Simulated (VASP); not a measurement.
# WSe2 in VASP: a series of runs, part 2 of 2

VASP 6.6.1. The steps go on from the part before.

## Step 4: Single point, PBE+D3(BJ) (layers slid over each other)

Contents of INCAR:

```
PREC = Accurate ; ENCUT = 520
EDIFF = 1E-7 ; ISMEAR = 0
SIGMA = 0.05 ; LREAL = False
LASPH = True ; NELM = 60
ALGO = Normal ; ISIF = 2
LWAVE = False ; LCHARG = False
LDIPOL = True ; IDIPOL = 3
DIPOL = 0.5 0.5 0.420 ; GGA = PE
IVDW = 12 ; NBANDS = 35
```

Contents of KPOINTS:

```
regular mesh
0
Gamma
  9 9 1
```

Contents of POSCAR:

```
WSe2
1.0
    3.2854929709      0.0000000000      0.0000000000
   -1.6427464855      2.8453203767      0.0000000000
    0.0000000000      0.0000000000     24.2386466774
Se W
4 2
Direct
    0.3333333333      0.6666666667      0.1856539294
    0.3333333333      0.6666666667      0.3246601777
    0.7777777778      0.2222222222      0.5148523144
    0.7777777778      0.2222222222      0.6538585627
    0.6666666667      0.3333333333      0.2551570536
    0.4444444444      0.5555555556      0.5843554385
```

Launch:

```sh
$ cat potpaw_PBE.64/Se/POTCAR potpaw_PBE.64/W_sv/POTCAR > POTCAR
$ mpirun -np 1 vasp_std > vasp.out
```

It took 2.5 min on 1 thread of AMD EPYC 9R45 (Zen 5), shared host; peak memory 0.39 GiB.

It converged, with:

```
Free energy                : -45.3958 eV
Largest force              : 0.115 eV/Å
Band gap on the k mesh     : 1.65 eV (least direct gap 1.66 eV)
Dispersion energy per atom : -0.362 eV
```

Forces in eV/Å, atoms in the order of the input:
```
Se   0.000  0.000 -0.043
Se   0.000  0.000  0.115
Se   0.000  0.000 -0.115
Se   0.000  0.000  0.043
W    0.000  0.000  0.023
W    0.000  0.000 -0.023
```

Levels at points of the mesh, in eV from the valence-band top:
| k point | band 23 | band 24 | band 25 | band 26 | band 27 | band 28 | band 29 | band 30 |
| --- | --- | --- | --- | --- | --- | --- | --- | --- |
| (0.00, 0.00, 0.00) | -1.17 | -1.17 | -0.51 | -0.33 | 2.98 | 2.99 | 2.99 | 2.99 |

Caveat: the cell differs from its parent crystal (layers slid over each other); spin-orbit coupling is left out, which moves the levels of the heavy elements.

## Step 5: Single point, PBE+D3(BJ) (layers slid over each other)

Contents of INCAR:

```
ALGO = Normal ; DIPOL = 0.5 0.5 0.383
EDIFF = 1E-6 ; ENCUT = 520
GGA = PE ; IDIPOL = 3
ISIF = 2 ; ISMEAR = 0
IVDW = 12 ; LASPH = True
LCHARG = False ; LDIPOL = True
LREAL = False ; LWAVE = False
NBANDS = 35 ; NELM = 80
PREC = Accurate ; SIGMA = 0.05
```

Contents of KPOINTS:

```
k-points
0
Gamma
  9 9 1
```

Contents of POSCAR:

```
WSe2
1.0
    3.2854929709      0.0000000000      0.0000000000
   -1.6427464855      2.8453203767      0.0000000000
    0.0000000000      0.0000000000     24.2386466774
Se W
4 2
Direct
    0.3333333333      0.6666666667      0.1856539294
    0.3333333333      0.6666666667      0.3246601777
    0.8888888889      0.1111111111      0.4405907426
    0.8888888889      0.1111111111      0.5795969909
    0.6666666667      0.3333333333      0.2551570536
    0.5555555556      0.4444444444      0.5100938667
```

Launch:

```sh
$ cat potpaw_PBE.64/Se/POTCAR potpaw_PBE.64/W_sv/POTCAR > POTCAR
$ mpirun -np 1 vasp_std > vasp.out
```

It took 2.5 min on 1 thread of AMD EPYC 9R45 (Zen 5), shared host; peak memory 0.39 GiB.

Results (log left out):

* Free energy: -45.4912 eV
* Largest force: 0.289 eV/Å
* Band gap on the k mesh: 1.11 eV (least direct gap 1.62 eV)
* Dispersion energy per atom: -0.412 eV

Forces in eV/Å, atoms in the order of the input:
```
Se  -0.012  0.007 -0.046
Se  -0.029  0.017 -0.287
Se   0.029 -0.017  0.287
Se   0.012 -0.007  0.046
W    0.020 -0.012  0.022
W   -0.020  0.012 -0.022
```

Levels at points of the mesh, in eV from the valence-band top:
```csv
k point,band 23,band 24,band 25,band 26,band 27,band 28,band 29,band 30
"(0.00, 0.00, 0.00)",-1.54,-1.52,-0.98,0.00,2.34,2.57,2.59,2.67
```

Caveat: the cell differs from its parent crystal (layers slid over each other); spin-orbit coupling is left out, which moves the levels of the heavy elements.

## Step 6: Single point, PBE+D3(BJ) (layers slid over each other)

Contents of INCAR:

```
SYSTEM = WSe2
ALGO = Normal
DIPOL = 0.5 0.5 0.393
EDIFF = 1E-6
ENCUT = 520
GGA = PE
IDIPOL = 3
ISIF = 2
ISMEAR = 0
IVDW = 12
LASPH = .True.
LCHARG = .False.
LDIPOL = .True.
LREAL = .False.
LWAVE = .False.
NBANDS = 35
NELM = 100
PREC = Accurate
SIGMA = 0.05
```

Contents of KPOINTS:

```
k-points
0
Gamma
  9 9 1
  0 0 0
```

Contents of POSCAR:

```
WSe2
1.0
    3.2854929709      0.0000000000      0.0000000000
   -1.6427464855      2.8453203767      0.0000000000
    0.0000000000      0.0000000000     24.2386466774
Se W
4 2
Direct
    0.3333333333      0.6666666667      0.1856539294
    0.3333333333      0.6666666667      0.3246601777
    0.8888888889      0.1111111111      0.4620440855
    0.8888888889      0.1111111111      0.6010503338
    0.6666666667      0.3333333333      0.2551570536
    0.5555555556      0.4444444444      0.5315472097
```

Potentials or basis: VASP PAW PBE potentials, release 64 (Se, W_sv).

Launch:

```sh
$ cat potpaw_PBE.64/Se/POTCAR potpaw_PBE.64/W_sv/POTCAR > POTCAR
$ mpirun -np 1 vasp_std > vasp.out
```

Wall time 2.7 min (1 thread of AMD EPYC 9R45 (Zen 5), shared host); peak memory 0.39 GiB.

It converged, with:

* Free energy: -45.5359 eV
* Largest force: 0.058 eV/Å
* Band gap on the k mesh: 1.52 eV (least direct gap 1.65 eV)
* Dispersion energy per atom: -0.393 eV

Forces on the atoms (eV/Å):
```
Se  -0.003  0.001 -0.040
Se  -0.001  0.001  0.058
Se   0.001 -0.001 -0.058
Se   0.003 -0.001  0.040
W    0.006 -0.003  0.039
W   -0.006  0.003 -0.039
```

Levels at points of the mesh, in eV from the valence-band top:
```tsv
k point	band 24	band 25	band 26	band 27	band 28	band 29
(0.00, 0.00, 0.00)	-1.18	-0.61	-0.03	2.90	2.96	2.97
```

Caveat: the cell differs from its parent crystal (layers slid over each other); spin-orbit coupling is left out, which moves the levels of the heavy elements.

## Step 7: Single point, PBE+D3(BJ) (layers slid over each other)

Contents of INCAR:

```
SYSTEM = WSe2
  PREC = Accurate
  ENCUT = 520
  EDIFF = 1E-6
  ISMEAR = 0
  SIGMA = 0.05
  LREAL = .FALSE.
  LASPH = .TRUE.
  NELM = 100
  ALGO = Normal
  ISIF = 2
  LWAVE = .FALSE.
  LCHARG = .FALSE.
  LDIPOL = .TRUE.
  IDIPOL = 3
  DIPOL = 0.5 0.5 0.407
  GGA = PE
  IVDW = 12
  NBANDS = 35
```

Contents of KPOINTS:

```
regular mesh
0
G
  9 9 1
  0 0 0
```

Contents of POSCAR:

```
WSe2
1.0
    3.2854929709      0.0000000000      0.0000000000
   -1.6427464855      2.8453203767      0.0000000000
    0.0000000000      0.0000000000     24.2386466774
Se W
4 2
Direct
    0.3333333333      0.6666666667      0.1856539294
    0.3333333333      0.6666666667      0.3246601777
    0.8888888889      0.1111111111      0.4900984571
    0.8888888889      0.1111111111      0.6291047054
    0.6666666667      0.3333333333      0.2551570536
    0.5555555556      0.4444444444      0.5596015813
```

Potentials or basis: VASP PAW PBE potentials, release 64 (Se, W_sv).

Launch:

```sh
$ cat potpaw_PBE.64/Se/POTCAR potpaw_PBE.64/W_sv/POTCAR > POTCAR
$ mpirun -np 1 vasp_std > vasp.out
```

OUTCAR:

```text
SYSTEM = WSe2
   PREC = Accurate
   ENCUT = 520
   EDIFF = 1E-6
   ISMEAR = 0
   LREAL = .FALSE.
   LASPH = .TRUE.
   NELM = 100
   ISIF = 2
   GGA = PE
   IVDW = 12
 IVDW          = 12

 ion  position               nearest neighbor table
   1  0.333  0.667  0.186-   5 2.54   5 2.54   5 2.54
   2  0.333  0.667  0.325-   5 2.54   5 2.54   5 2.54
   3  0.889  0.111  0.490-   6 2.54   6 2.54   6 2.54
   4  0.889  0.111  0.629-   6 2.54   6 2.54   6 2.54
   5  0.667  0.333  0.255-   2 2.54   2 2.54   2 2.54   1 2.54   1 2.54   1 2.54
   6  0.556  0.444  0.560-   4 2.54   4 2.54   4 2.54   3 2.54   3 2.54   3 2.54

  LATTYP: Found a hexagonal cell.
 ALAT       =     3.2854929709
 C/A-ratio  =     7.3774763459

  Lattice vectors:

 A1 = (   3.2854929709,   0.0000000000,   0.0000000000)
 A2 = (  -1.6427464855,   2.8453203767,   0.0000000000)
 A3 = (   0.0000000000,   0.0000000000,  24.2386466774)

Analysis of symmetry for initial positions (statically):
=====================================================================
 Subroutine PRICEL returns:
 Original cell was already a primitive cell.

[... 192 lines left out ...]
      2     -73.1816      2.00000
      3     -37.4270      2.00000
      4     -37.4270      2.00000
      5     -37.2931      2.00000
      6     -37.2931      2.00000
[... 901 lines left out ...]
     34       5.5497      0.00000
     35       6.1846      0.00000

 [... further k-points ...]

------------------------ aborting loop because EDIFF is reached ----------------------------------------

 vacuum level on the upper side and lower side of the slab       (xc-potential included)        -0.169        -0.170

 Edisp (eV)   -2.23946

 E8    (eV) :    -1.0306

  FORCE on cell =-STRESS in cart. coord.  units (eV):
  Direction    XX          YY          ZZ          XY          YZ          ZX
  --------------------------------------------------------------------------------------
  -------------------------------------------------------------------------------------
  Total       0.02148     0.03075    -0.38528     0.00802     0.00269    -0.00466
  in kB       0.15190     0.21741    -2.72426     0.05674     0.01901    -0.03293
  external pressure =       -0.78 kB  Pullay stress =        0.00 kB

 VOLUME and BASIS-vectors are now :
 -----------------------------------------------------------------------------
  energy-cutoff  :      520.00
  volume of cell :      226.59
      direct lattice vectors                 reciprocal lattice vectors
     3.285492971  0.000000000  0.000000000     0.304368327  0.175727136  0.000000000
    -1.642746486  2.845320377  0.000000000     0.000000000  0.351454271  0.000000000
     0.000000000  0.000000000 24.238646677     0.000000000  0.000000000  0.041256429

 POSITION                                       TOTAL-FORCE (eV/Angst)
 -----------------------------------------------------------------------------------
     -0.00000      1.89688      4.50000        -0.000279      0.000161     -0.041093
     -0.00000      1.89688      7.86932         0.000707     -0.000408      0.132031
      2.73791      0.31615     11.87932        -0.000707      0.000408     -0.132031
      2.73791      0.31615     15.24865         0.000279     -0.000161      0.041093
      1.64275      0.94844      6.18466         0.000714     -0.000412      0.032864
      1.09516      1.26459     13.56399        -0.000714      0.000412     -0.032864
 -----------------------------------------------------------------------------------
    total drift:                                0.000000     -0.000000      0.000102

  FREE ENERGIE OF THE ION-ELECTRON SYSTEM (eV)
  ---------------------------------------------------
  free  energy   TOTEN  =       -45.4618363075 eV

  energy  without entropy=      -45.4618363075  energy(sigma->0) =      -45.46183631

 vacuum level on the upper side and lower side of the slab         5.802         5.801
```

stdout:

```text
POSCAR found type information on POSCAR SeW
 POSCAR found :  2 types and       6 ions
 scaLAPACK will be used
 LDA part: xc-table for (Slater+PW92), standard interpolation
 POSCAR, INCAR and KPOINTS ok, starting setup
 FFT: planning ... GRIDC
 FFT: planning ... GRID_SOFT
 FFT: planning ... GRID
 WAVECAR not read
 entering main loop
```

Run time: 2.6 min. Hardware: 1 thread of AMD EPYC 9R45 (Zen 5), shared host; peak memory 0.39 GiB.

What came out:

```
Free energy                : -45.4618 eV
Largest force              : 0.132 eV/Å
Band gap on the k mesh     : 1.60 eV (least direct gap 1.66 eV)
Dispersion energy per atom : -0.373 eV
```

Forces in eV/Å, atoms in the order of the input:
```
Se   0.000  0.000 -0.041
Se   0.001  0.000  0.132
Se  -0.001  0.000 -0.132
Se   0.000  0.000  0.041
W    0.001  0.000  0.033
W   -0.001  0.000 -0.033
```

Caveat: the cell differs from its parent crystal (layers slid over each other); spin-orbit coupling is left out, which moves the levels of the heavy elements.

## Step 8: Overview

```tsv
cell	gap on the mesh (eV)	largest force (eV/Å)
as given, atomic positions A	1.08	0.40
as given, atomic positions B	1.54	0.13
as given, atomic positions C	1.65	0.11
as given, atomic positions D	1.11	0.29
as given, atomic positions E	1.52	0.06
as given, atomic positions F	1.60	0.13
```

Alike in all rows: task single point; level PBE+D3(BJ); potentials or basis VASP PAW PBE potentials, release 64 (Se, W_sv); no spin polarisation; k mesh 9 × 9 × 1; cutoff (eV) 520; smearing gaussian 0.05 eV.

Caveats: spin-orbit coupling is left out, which moves the levels of the heavy elements.

Total energies depend on the potentials used, so only differences within one code and one set of settings carry meaning.
